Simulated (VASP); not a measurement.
Mg2I, 3 atoms in the cell. It takes space group R-3m (No. 166, trigonal). Conventional cell: a = 3.964 Å, b = 3.964 Å, c = 19.583 Å, α = 90.00°, β = 90.00°, γ = 120.00°. Mg (site symmetry 3m) has 9 Mg at 3.07 to 3.96 Å and 3 I at 3.20 Å within 4.0 Å. Within 4.3 Å of I (site symmetry -3m) lie 8 Mg at 3.20 to 4.29 Å and 6 I at 3.96 Å. 

```yaml
Program: VASP 6.6.1
Task: single point
Functional: PBE
Potentials_or_basis: VASP PAW PBE potentials, release 64 (Mg, I)
Cutoff: 520 eV
k_mesh: 12 × 12 × 12
Occupations: gaussian, width 0.1 eV
Spin: no spin polarisation
Dipole_correction: no
Further_INCAR_settings: ALGO = Normal; EDIFF = 1e-06; NBANDS = 12
```

Potentials or basis: VASP PAW PBE potentials, release 64 (Mg, I).

Launch:

```sh
$ cat potpaw_PBE.64/Mg/POTCAR potpaw_PBE.64/I/POTCAR > POTCAR
$ mpirun -np 1 vasp_std > vasp.out
```

Hardware: 1 thread of Intel(R) Xeon(R) 6975P-C (Granite Rapids), on a shared host.

Question: Estimate the wall time of this run.

Answer: It took 3.8 min on 1 thread of Intel(R) Xeon(R) 6975P-C (Granite Rapids), on a shared host, peak memory 0.54 GiB. Counts: scf iterations 12, k points 189.
